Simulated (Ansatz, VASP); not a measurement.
**One calculation of Al2O3, two programs**

The input INCAR:

```
SYSTEM = Al2O3
ALGO = Normal ; EDIFF = 1E-7
ENCUT = 520 ; GGA = PE
ISIF = 2 ; ISMEAR = 0
IVDW = 12 ; LASPH = .TRUE.
LCHARG = .FALSE. ; LREAL = .FALSE.
LWAVE = .FALSE. ; NBANDS = 20
NELM = 100 ; PREC = Accurate
SIGMA = 0.05
```

KPOINTS

```
k-points
0
G
  12 12 4
  0 0 0
```

File POSCAR:

```
Al2O3
1.0
    3.0373665755      0.0000000000      0.0000000000
   -1.5186832878      2.6304366150      0.0000000000
    0.0000000000      0.0000000000      7.2489598003
Al O
2 3
Direct
    0.0000000000      0.0000000000      0.2752945179
    0.0000000000      0.0000000000      0.7247054821
    0.3333333333      0.6666666667      0.1953369158
    0.6666666667      0.3333333333      0.8046630842
    0.0000000000      0.0000000000      0.5000000000
```

Input for Ansatz:

```yaml
crystal:
  lattice:
    - [3.0373665755, 0.0, 0.0]
    - [-1.5186832878, 2.630436615, 0.0]
    - [0.0, 0.0, 7.2489598003]
  atoms:
    - { symbol: Al, position: [0.0, 0.0, 0.2752945179] }
    - { symbol: Al, position: [0.0, 0.0, 0.7247054821] }
    - { symbol: O, position: [0.3333333333, 0.6666666667, 0.1953369158] }
    - { symbol: O, position: [0.6666666667, 0.3333333333, 0.8046630842] }
    - { symbol: O, position: [0.0, 0.0, 0.5] }
basis:
  ecutwfc: 420
kpoints:
  mp_grid: { grid: [12, 12, 4] }
hamiltonian:
  xc: pbe
  dispersion: d3bj
scf:
  occupations: { method: gaussian, width: 0.05 }
output:
  forces: true
  stress: true
  eigenvalues: true
```

Alike in both runs: task single point; functional PBE; dispersion D3(BJ); k mesh 12 × 12 × 4; occupations gaussian, width 0.05 eV; no spin polarisation.

```csv
,VASP,Ansatz
version,VASP 6.6.1,Ansatz 0.2.0
potentials or method,"VASP PAW PBE potentials, release 64 (Al, O), cutoff 520 eV","scalar-relativistic, plane waves, PAW"
valence electrons in the cell,24,24
```

|  | VASP | Ansatz | Ansatz less VASP |
| --- | --- | --- | --- |
| gap on the k mesh at the Fermi level (eV) | 2.82 | 2.84 | +0.019 |
| least direct gap on the mesh (eV) | 2.82 | 2.84 | +0.019 |
| pressure (GPa) | 1.7 | 1.6 | -0.05 |
| traceless stress, the component that is largest in VASP (GPa) | 14.28 | 13.94 | -0.346 |
| rms of the force components (eV/Å) | 0.635 | 0.611 | -0.0239 |

Atom by atom the forces differ by 0.024 eV/Å (rms over components).
